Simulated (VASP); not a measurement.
Here is a VASP 6.6.1 calculation.

File INCAR:

```
PREC = Accurate ; ENCUT = 520
EDIFF = 1E-6 ; ISMEAR = -1
SIGMA = 0.05 ; LREAL = False
LASPH = True ; NELM = 80
ALGO = Normal ; ISIF = 2
LWAVE = False ; LCHARG = False
LDIPOL = True ; IDIPOL = 3
DIPOL = 0.5 0.5 0.500 ; GGA = PS
NBANDS = 42
```

The input KPOINTS:

```
regular mesh
0
Gamma
  13 13 1
```

Contents of POSCAR:

```
Sc
1.0
    3.2186714418      0.0000000000      0.0000000000
    0.0000000000      3.2186714418      0.0000000000
    0.0000000000      0.0000000000     27.3797000000
Sc
6
Direct
    0.2500000000      0.2500000000      0.2981170625
    0.7500000000      0.7500000000      0.3750935425
    0.2500000000      0.2500000000      0.4588999230
    0.7500000000      0.7500000000      0.5411000836
    0.2500000000      0.2500000000      0.6249064445
    0.7500000000      0.7500000000      0.7018829439
```

Potentials or basis: VASP PAW PBE potentials, release 64 (Sc_sv).

Run with:

```sh
$ cat potpaw_PBE.64/Sc_sv/POTCAR > POTCAR
$ mpirun -np 1 vasp_std > vasp.out
```

Q: Predict the band gap on the k mesh.

A: Zero (bands 33 and 34 overlap by 0.57 eV).

Q: Estimate the largest force.

A: 0.008 eV/Å.

Forces on the atoms (eV/Å):
```
Sc   0.000  0.000 -0.008
Sc   0.000  0.000  0.003
Sc   0.000  0.000  0.000
Sc   0.000  0.000  0.000
Sc   0.000  0.000 -0.003
Sc   0.000  0.000  0.008
```

Caveat: the PAW data sets were made with another functional, which shifts forces and pressure a little.
